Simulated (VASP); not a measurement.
V:

```
V
1.0
     2.60429    0.00000    0.00000
    -1.30215    2.25538    0.00000
     0.00000    0.00000    4.72334
V
2
Direct
  0.33333 0.66667 0.25000
  0.66667 0.33333 0.75000
```

This isn't the form of V at room conditions, which is bcc.

Base run:

| Property | Result |
| --- | --- |
| Program | VASP 6.6.1 |
| Functional | r2SCAN |
| Potentials or basis | VASP PAW PBE potentials, release 64 (V_sv) |
| Cutoff | 520 eV |
| k mesh | 12 × 12 × 6 |
| Occupations | fermi-dirac, width 0.05 eV |
| Spin | collinear spin, ferromagnetic start |
| Starting moments | [2.0, 2.0] μB |

Its results: band gap on the k mesh zero (filled and empty bands overlap); pressure -2.6 GPa; net moment 0.00 μB per cell.

Question: The run is repeated on the same cell with these changes: functional from r2SCAN to PBE-based screened hybrid with 25 % exact exchange; k mesh from 12 × 12 × 6 to 6 × 6 × 3. What comes out?

Answer: Band gap on the k mesh zero (filled and empty bands overlap); pressure -5.0 GPa; net moment 0.00 μB per cell.

Several settings changed at once.

Caveats: some runs use coarse meshes; the moments typed at the start vanished in this run; the PAW data sets were made with another functional, which shifts forces and pressure a little.
